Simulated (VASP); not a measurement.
Here is a VASP 6.6.1 calculation.

Contents of INCAR:

```
  ALGO = Normal
  EDIFF = 1E-7
  ENCUT = 520
  GGA = PE
  ISIF = 2
  ISMEAR = -1
  LASPH = T
  LCHARG = F
  LREAL = Auto
  LWAVE = F
  NBANDS = 48
  NELM = 60
  PREC = Accurate
  SIGMA = 0.05
```

Contents of KPOINTS:

```
k-points
0
Gamma
  3 2 1
```

File POSCAR:

```
Al18In
1.0
    5.7275650000      0.0000000000      0.0000000000
    4.2956740000      7.4403250000      0.0000000000
    0.0000000000      0.0000000000     15.6765370000
Al In
18 1
Direct
    0.1666684695      0.1111107378      0.0637895984
    0.6666715249      0.1111107378      0.0637895984
    0.1666708227      0.4444429511      0.0637895984
    0.6666738781      0.4444429511      0.0637895984
    0.1666731759      0.7777751644      0.0637895984
    0.6666762313      0.7777751644      0.0637895984
   -0.1789205239      0.2099505062      0.2385667192
    0.3370829913      0.2083107929      0.2180264685
   -0.1822149420      0.5522877025      0.2191938181
    0.3451248499      0.5353932792      0.2077691010
   -0.1816262719      0.8927298203      0.2079987436
    0.3017688246      0.8903374517      0.2107991070
    0.0267127900      0.0123381707      0.3684678574
    0.5574833805     -0.0118543209      0.3717530217
    0.0388954702      0.3244481928      0.3723462650
    0.5092870875      0.3442591553      0.4134459033
    0.0039883790      0.6565573412      0.3628990255
    0.5338718780      0.6614361604      0.3824441584
    0.0386178424      0.7907987890      0.5117456744
```

Potentials or basis: VASP PAW PBE potentials, release 64 (Al, In_d).

The run is started by

```bash
$ cat potpaw_PBE.64/Al/POTCAR potpaw_PBE.64/In_d/POTCAR > POTCAR
$ mpirun -np 1 vasp_std > vasp.out
```

(1) What does it give for the band gap on the k mesh?

(2) Estimate the largest force.

## Answers

(1) zero (an odd number of electrons rules out a gap without spin polarisation).

(2) 1.183 eV/Å.

Caveat: the k points lie up to 0.42 Å⁻¹ apart, too coarse for converged energies and pressures of a metal; the atoms stand as in a frame of molecular dynamics; there is no dipole correction, which matters where the two faces differ; spin-orbit coupling is left out, which moves the levels of the heavy elements.
